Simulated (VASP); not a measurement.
Wanted: the native input for a VASP 6.6.1 run.

```yaml
Task: relaxation of cell and atoms
Functional: PBEsol
Dispersion: D4
Potentials_or_basis: VASP PAW PBE potentials, release 64 (P, B)
Cutoff: 600 eV
k_mesh: 10 × 10 × 10
Occupations: fermi-dirac, width 0.05 eV
Spin: no spin polarisation
Dipole_correction: no
Further_INCAR_settings: ALGO = Normal; EDIFF = 1e-06; IBRION = 2; EDIFFG = -0.01; NSW = 60; ISIF = 3
```

The structure of BP lies in POSCAR:

```
BP
1.0
    0.0000000000      2.2690000000      2.2690000000
    2.2690000000      0.0000000000      2.2690000000
    2.2690000000      2.2690000000      0.0000000000
P B
1 1
Direct
    0.7500000000      0.7500000000      0.7500000000
    0.0000000000      0.0000000000      0.0000000000
```

The input as run:

INCAR

```
SYSTEM = BP
ALGO = Normal
EDIFF = 1E-6
EDIFFG = -0.01
ENCUT = 600
GGA = PS
IBRION = 2
ISIF = 3
ISMEAR = -1
IVDW = 13
LASPH = .True.
LCHARG = .False.
LREAL = .False.
LWAVE = .False.
NELM = 80
NSW = 60
PREC = Accurate
SIGMA = 0.05
```

KPOINTS

```
k-points
0
Gamma
  10 10 10
  0 0 0
```

Potentials or basis: VASP PAW PBE potentials, release 64 (P, B).

Launch:

```bash
$ cat potpaw_PBE.64/P/POTCAR potpaw_PBE.64/B/POTCAR > POTCAR
$ mpirun -np 1 vasp_std > vasp.out
```

Results of the run:

```yaml
Relaxed_volume: 11.36 Å³/atom
Relaxed_cell: a = 3.179 Å, b = 3.179 Å, c = 3.179 Å, α = 60.00°, β = 60.00°, γ = 60.00°
Space_group_after_relaxing_to_0.05_Å: F-43m (No. 216)
Energy_gained_by_relaxing: 4.7 meV/atom
Ionic_steps: 3
Pressure_after_relaxing: 0.0 GPa
Band_gap_on_the_k_mesh: 1.09 eV, indirect (least direct gap 3.40 eV)
Dispersion_energy_per_atom: -0.204 eV
```

Caveat: the PAW data sets were made with another functional, which shifts forces and pressure a little.

Wall time 26 s on 1 thread of Intel(R) Xeon(R) 6975P-C (Granite Rapids), on a shared host, peak memory 0.15 GiB.
